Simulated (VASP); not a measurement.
# CaBi2Au2 in VASP: single point with PBE

Aim: the single point of CaBi2Au2 with PBE.

Program: VASP 6.6.1. These are calculated values, not measurements. Logs are shortened: lines on timing, memory, paths and dates and some standing lists are left out, and cuts for length are marked.

### Step 1. The cell of the first run

The typed cell holds 5 atoms: a = 4.842 Å, b = 4.842 Å, c = 7.844 Å, α = 90.00°, β = 90.00°, γ = 120.00°.

### Step 2. Single point, PBE

INCAR

```
PREC = Accurate
ENCUT = 520
EDIFF = 1E-6
ISMEAR = -1
SIGMA = 0.0168
LREAL = F
LASPH = T
NELM = 60
ALGO = Normal
ISIF = 2
LWAVE = F
LCHARG = F
GGA = PE
NBANDS = 39
```

KPOINTS

```
Automatic mesh
0
Gamma
  8 8 5
```

POSCAR

```
CaBi2Au2
1.0
    4.8424490000      0.0000000000      0.0000000000
   -2.4212240000      4.1936860000      0.0000000000
    0.0000000000      0.0000000000      7.8437090000
Ca Au Bi
1 2 2
Direct
    0.0000000000      0.0000000000      0.0000000000
    0.3333000000      0.6667000000      0.6301000000
    0.6667000000      0.3333000000      0.3699000000
    0.3333000000      0.6667000000      0.2413000000
    0.6667000000      0.3333000000      0.7587000000
```

Potentials or basis: VASP PAW PBE potentials, release 64 (Ca_sv, Au, Bi_d).

Started as:

```sh
$ cat potpaw_PBE.64/Ca_sv/POTCAR potpaw_PBE.64/Au/POTCAR potpaw_PBE.64/Bi_d/POTCAR > POTCAR
$ mpirun -np 1 vasp_std > vasp.out
```

OUTCAR:

```text
PREC = Accurate
   ENCUT = 520
   EDIFF = 1E-6
   ISMEAR = -1
   LREAL = F
   LASPH = T
   NELM = 60
   ISIF = 2
   GGA = PE

 ion  position               nearest neighbor table
   1  0.000  0.000  0.000-   4 3.38   5 3.38   5 3.38   4 3.38   5 3.38   4 3.38
   2  0.333  0.667  0.630-   5 2.97   5 2.97   5 2.97   4 3.05   3 3.46   3 3.46   3 3.46
   3  0.667  0.333  0.370-   4 2.97   4 2.97   4 2.97   5 3.05   2 3.46   2 3.46   2 3.46
   4  0.333  0.667  0.241-   3 2.97   3 2.97   3 2.97   2 3.05   1 3.38   1 3.38   1 3.38
   5  0.667  0.333  0.759-   2 2.97   2 2.97   2 2.97   3 3.05   1 3.38   1 3.38   1 3.38

  LATTYP: Found a hexagonal cell.
 ALAT       =     4.8424490000
 C/A-ratio  =     1.6197814370

  Lattice vectors:

 A1 = (   4.8424490000,   0.0000000000,   0.0000000000)
 A2 = (  -2.4212240000,   4.1936860000,   0.0000000000)
 A3 = (   0.0000000000,   0.0000000000,   7.8437090000)

Analysis of symmetry for initial positions (statically):
=====================================================================
 Subroutine PRICEL returns:
 Original cell was already a primitive cell.

 Routine SETGRP: Setting up the symmetry group for a
 hexagonal supercell.

 Subroutine GETGRP returns: Found  4 space group operations
 (whereof  4 operations were pure point group operations)
 out of a pool of 24 trial point group operations.

The static configuration has the point symmetry C_2h.

Analysis of symmetry for dynamics (positions and initial velocities):
=====================================================================
 Subroutine PRICEL returns:
 Original cell was already a primitive cell.

 Routine SETGRP: Setting up the symmetry group for a
 hexagonal supercell.

 Subroutine GETGRP returns: Found  4 space group operations
 (whereof  4 operations were pure point group operations)
 out of a pool of 24 trial point group operations.

The dynamic configuration has the point symmetry C_2h.

 Subroutine INISYM returns: Found  4 space group operations
 (whereof  4 operations are pure point group operations),
 and found     1 'primitive' translations

----------------------------------------------------------------------------------------

                                     Primitive cell

  volume of cell :     159.2878

[... 92 lines left out ...]
   ENCUT  =  520.0 eV  38.22 Ry    6.18 a.u.   9.00  9.00 14.58*2*pi/ulx,y,z
   NELM   =     60;   NELMIN=  2; NELMDL= -5     # of ELM steps
   EDIFF  = 0.1E-05   stopping-criterion for ELM
   LREAL  =      F    real-space projection
   EDIFFG = 0.1E-04   stopping-criterion for IOM
   NSW    =      0    number of steps for IOM
   IBRION =     -1    ionic relax: 0-MD 1-quasi-New 2-CG
   NFREE  =      0    steps in history (QN), initial steepest desc. (CG)
   ISIF   =      2    stress and relaxation
   ISYM   =      2    0-nonsym 1-usesym 2-fastsym
   POTIM  = 0.5000    time-step for ionic-motion
   TEBEG  =    0.0;   TEEND  =   0.0 temperature during run
   PSTRESS=    0.0 pullay stress
   NELECT =      62.0000    total number of electrons
   NUPDOWN=      -1.0000    fix difference up-down
   EMIN   =  10.00;   EMAX   =-10.00  energy-range for DOS
   EFERMI =   0.00;   METHOD = LEGACY
   ISMEAR =    -1;   SIGMA  =   0.02  broadening in eV -4-tet -1-fermi 0-gaus
   EFERMI_NEDOS =   21; number of points for ismear=-14 and -15
   IALGO  =     38    algorithm
   IMIX   =      4    mixing-type and parameters
     AMIX     =   0.40;   BMIX     =  1.00
     AMIX_MAG =   1.60;   BMIX_MAG =  1.00
  volume/ion in A,a.u.               =      31.86       214.99
  Fermi-wavevector in a.u.,A,eV,Ry     =   1.195303  2.258795 19.439305  1.428749
  Thomas-Fermi vector in A             =   2.331271
   LORBIT       =      0    0 simple, 1 ext, 2 COOP (PROOUT), +10 PAW based schemes
   GGA     = PE    functional components
   LHFCALC =     F    Hartree Fock is set to
   AEXX    =    0.0000 exact exchange contribution
   IVDW    =     0    specifies the selected vdW correction
   LEPSILON=     F    determine dielectric tensor
   LRPA    =     F    only Hartree local field effects (RPA)
 non-spin polarized calculation
  energy-cutoff  :      520.00
  volume of cell :      159.29
 maximum number of plane-waves:      4325
   NGX = 17   NGY = 17   NGZ = 29

 number of electron      61.9999987 magnetization

 Free energy of the ion-electron system (eV)
  ---------------------------------------------------
  ext. energy  EPLUGINS =         0.00000000
  ---------------------------------------------------
  free energy    TOTEN  =       -16.79309611 eV

  energy without entropy =      -16.78884388  energy(sigma->0) =      -16.79096999

 E-fermi :   4.5516     XC(G=0):  -9.3387

 val. band max:        4.5474950451   @ k =   0.1250   0.0000   0.2000
 cond. band min:       4.5543639737   @ k =   0.2500  -0.2500   0.4000
 fundamental gap:      0.0068689287
 Fermi energy:         4.5515558930

 k-point     1 :       0.0000    0.0000    0.0000
  band No.  band energies     occupation
      1     -37.2190      2.00000
      2     -18.2367      2.00000
      3     -18.2367      2.00000
      4     -18.2326      2.00000
      5     -17.8681      2.00000
      6     -17.8681      2.00000
[... 997 lines left out ...]
     38       7.8517      0.00000
     39       8.3829      0.00000

 [... further k-points ...]

------------------------ aborting loop because EDIFF is reached ----------------------------------------

  FORCE on cell =-STRESS in cart. coord.  units (eV):
  Direction    XX          YY          ZZ          XY          YZ          ZX
  --------------------------------------------------------------------------------------
  -------------------------------------------------------------------------------------
  Total       -3.8393639     -3.8382204     -4.9983375      0.0009933      0.0004228     -0.0007321
  in kB      -38.6177909    -38.6062891    -50.2751901      0.0099905      0.0042522     -0.0073642
  external PRESSURE =     -42.4997567 kB  Pullay stress =       0.0000000 kB

 VOLUME and BASIS-vectors are now :
 -----------------------------------------------------------------------------
  energy-cutoff  :      520.00
  volume of cell :      159.29
      direct lattice vectors                 reciprocal lattice vectors
     4.842449000  0.000000000  0.000000000     0.206507079  0.119226832  0.000000000
    -2.421224000  4.193686000  0.000000000     0.000000000  0.238453714  0.000000000
     0.000000000  0.000000000  7.843709000     0.000000000  0.000000000  0.127490706

 POSITION                                       TOTAL-FORCE (eV/Angst)
 -----------------------------------------------------------------------------------
      0.00000      0.00000      0.00000        -0.000000      0.000000      0.000000
     -0.00024      2.79593      4.94232         0.000630     -0.000364      0.079780
      2.42147      1.39776      2.90139        -0.000630      0.000364     -0.079780
     -0.00024      2.79593      1.89269         0.001064     -0.000614      0.831780
      2.42147      1.39776      5.95102        -0.001064      0.000614     -0.831780
 -----------------------------------------------------------------------------------
    total drift:                                0.000000      0.000000      0.000000

  FREE ENERGIE OF THE ION-ELECTRON SYSTEM (eV)
  ---------------------------------------------------
  free  energy   TOTEN  =       -16.7930961053 eV

  energy  without entropy=      -16.7888438759  energy(sigma->0) =      -16.79096999
```

OSZICAR:

```text
N       E                     dE             d eps       ncg     rms          rms(c)
DAV:   1     0.640716796965E+03    0.64072E+03   -0.30635E+04  7261   0.170E+03
DAV:   2     0.460055774221E+02   -0.59471E+03   -0.57326E+03  7408   0.460E+02
DAV:   3    -0.139127888541E+02   -0.59918E+02   -0.57653E+02  8695   0.156E+02
DAV:   4    -0.173243218574E+02   -0.34115E+01   -0.33594E+01 11336   0.343E+01
DAV:   5    -0.174966560556E+02   -0.17233E+00   -0.17196E+00 10792   0.637E+00    0.657E+00
DAV:   6    -0.168359322043E+02    0.66072E+00   -0.41992E+00  8547   0.113E+01    0.554E+00
DAV:   7    -0.168033468390E+02    0.32585E-01   -0.34771E-01  8296   0.334E+00    0.310E+00
DAV:   8    -0.167962453746E+02    0.71015E-02   -0.10212E-01  8774   0.225E+00    0.396E-01
DAV:   9    -0.167931048017E+02    0.31406E-02   -0.18535E-02  9319   0.889E-01    0.163E-01
DAV:  10    -0.167930041963E+02    0.10061E-03   -0.42324E-03  9069   0.472E-01    0.506E-02
DAV:  11    -0.167930821393E+02   -0.77943E-04   -0.25398E-04  9188   0.962E-02    0.172E-02
DAV:  12    -0.167930958470E+02   -0.13708E-04   -0.25364E-05 10485   0.287E-02    0.456E-03
DAV:  13    -0.167930961053E+02   -0.25828E-06   -0.23808E-06  6872   0.107E-02
   1 F= -.16793096E+02 E0= -.16790970E+02  d E =-.425223E-02
```

stdout:

```text
POSCAR found type information on POSCAR CaAuBi
 POSCAR found :  3 types and       5 ions
 scaLAPACK will be used
 LDA part: xc-table for (Slater+PW92), standard interpolation
 POSCAR, INCAR and KPOINTS ok, starting setup
 FFT: planning ... GRIDC
 FFT: planning ... GRID_SOFT
 FFT: planning ... GRID
 WAVECAR not read
 entering main loop
```

Run time: 7.4 min. Hardware: 1 thread of Intel Xeon Platinum 8259CL at 2.50GHz (Skylake/Cascade Lake), shared host; peak memory 0.64 GiB.

What came out:

```yaml
Free_energy: -16.7931 eV
Pressure: -4.2 GPa
Largest_force: 0.832 eV/Å
Band_gap_on_the_k_mesh: zero (bands 31 and 32 overlap by 1.48 eV)
```

Forces on the atoms (eV/Å):
```
Ca   0.000  0.000  0.000
Au   0.001  0.000  0.080
Au  -0.001  0.000 -0.080
Bi   0.001 -0.001  0.832
Bi  -0.001  0.001 -0.832
```

Caveat: the cell stands under tension; spin-orbit coupling is left out, which moves the levels of the heavy elements.
